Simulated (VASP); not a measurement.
# CuH8: relaxation of cell and atoms with PBE

CuH8:

```
CELL_PARAMETERS angstrom
4.17847 0.00000 0.00000
0.00000 4.17847 0.00000
0.00000 0.00000 4.42197
ATOMIC_POSITIONS crystal
Cu 0.00000 0.00000 0.00000
H 0.32945 0.00000 0.00000
H 0.67055 0.00000 0.00000
H 0.00000 0.32945 0.00000
H 0.00000 0.67055 0.00000
H 0.27769 0.50000 0.50000
H 0.72231 0.50000 0.50000
H 0.50000 0.27769 0.50000
H 0.50000 0.72231 0.50000
```

The cell was built from a structure type or drawn by symmetry, and may not be a known phase.

```
Program                : VASP 6.6.1
Task                   : relaxation of cell and atoms
Functional             : PBE
Potentials or basis    : VASP PAW PBE potentials, release 64 (Cu_sv_GW, H)
Cutoff                 : 700 eV
k mesh                 : 4 × 4 × 4
Occupations            : gaussian, width 0.1 eV
Spin                   : no spin polarisation
Dipole correction      : no
Further INCAR settings : ALGO = Normal; EDIFF = 1e-07; IBRION = 2; EDIFFG = -0.04; NSW = 90; ISIF = 3
```

```
Relaxed volume                        : 7.99 Å³/atom
Relaxed cell                          : a = 4.060 Å, b = 4.060 Å, c = 4.359 Å, α = 90.00°, β = 90.00°, γ = 90.00°
Space group after relaxing (to 0.1 Å) : P4/mmm (No. 123)
Pressure after relaxing               : -0.1 GPa
Largest force after relaxing          : 0.015 eV/Å
Band gap on the k mesh                : zero (an odd number of electrons rules out a gap without spin polarisation)
```

Forces in eV/Å, atoms in the order of the input:
```
Cu   0.000  0.000  0.000
H   -0.015  0.000  0.000
H    0.015  0.000  0.000
H    0.000 -0.015  0.000
H    0.000  0.015  0.000
H    0.005  0.000  0.000
H   -0.005  0.000  0.000
H    0.000  0.005  0.000
H    0.000 -0.005  0.000
```

Stress tensor (GPa, compression positive):
```
-0.20  0.00  0.00
 0.00 -0.20  0.00
 0.00  0.00  0.13
```

Final structure:
```xyz
9
Lattice="4.0603 0.0000 0.0000 0.0000 4.0603 0.0000 0.0000 0.0000 4.3595" Properties=species:S:1:pos:R:3 pbc="T T T"
Cu    0.0000    0.0000    0.0000
H     1.6159    0.0000    0.0000
H     2.4444    0.0000    0.0000
H     0.0000    1.6159    0.0000
H     0.0000    2.4444    0.0000
H     1.1529    2.0301    2.1797
H     2.9074    2.0301    2.1797
H     2.0301    1.1529    2.1797
H     2.0301    2.9074    2.1797
```

Levels at points of the mesh, in eV from the Fermi level:
| k point | band 11 | band 12 | band 13 | band 14 | band 15 | band 16 |
| --- | --- | --- | --- | --- | --- | --- |
| (0.00, 0.00, 0.00) | -1.83 | -0.38 | 0.40 | 0.40 | 3.62 | 3.62 |
| (0.50, 0.00, 0.00) | -2.16 | -2.06 | -0.13 | 1.12 | 2.92 | 3.03 |
| (0.50, 0.50, 0.00) | -2.14 | -2.14 | -1.61 | -0.51 | -0.51 | 6.54 |
| (0.00, 0.00, 0.50) | -1.77 | -0.32 | 1.06 | 1.06 | 2.78 | 2.78 |
| (0.50, 0.00, 0.50) | -2.09 | -1.99 | -1.67 | 1.20 | 3.21 | 3.31 |
| (0.50, 0.50, 0.50) | -2.52 | -2.52 | -1.03 | -0.86 | -0.86 | 3.46 |

It took 10 min on 1 thread of AMD EPYC 7R43 64-Core Processor (Zen 3), on a shared host, peak memory 0.22 GiB.

Caveat: the k points lie up to 0.39 Å⁻¹ apart in the final cell, too coarse for converged energies and pressures of a metal.
